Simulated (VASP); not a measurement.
# LiF: single point with PBE

The system is LiF.

```
Li F
1.0
     2.47042    0.00000    0.00000
    -1.23521    2.13944    0.00000
     0.00000    0.00000    2.40512
Li F
1 1
Direct
  0.33333 0.66667 0.50000
  0.66667 0.33333 0.00000
```

| Quantity | Value |
| --- | --- |
| Program | VASP 6.6.1 |
| Task | single point |
| Functional | PBE |
| Potentials or basis | VASP PAW PBE potentials, release 64 (Li_sv, F) |
| Cutoff | 520 eV |
| k mesh | 9 × 9 × 8 |
| Occupations | gaussian, width 0.1 eV |
| Spin | no spin polarisation |
| Dipole correction | no |
| Further INCAR settings | ALGO = Normal; EDIFF = 1e-06; NBANDS = 12 |

| Item | Value |
| --- | --- |
| Band gap on the k mesh | 10.46 eV, indirect (least direct gap 10.88 eV) |

Levels at points of the mesh, in eV from the valence-band top:
```
           k point  band 2  band 3  band 4  band 5  band 6  band 7  band 8  band 9
(0.00, 0.00, 0.00)  -21.60   -1.25   -0.42   -0.42   10.46   21.43   23.08   23.08
(0.00, 0.00, 0.50)  -21.26   -4.41    0.00    0.00   13.08   16.57   26.26   26.26
```

Run time: 3.4 s on 1 thread of Intel(R) Xeon(R) 6975P-C (Granite Rapids) (shared host), peak memory 0.12 GiB.

 PBE gaps usually lie below the measured ones, often by a third to a half.
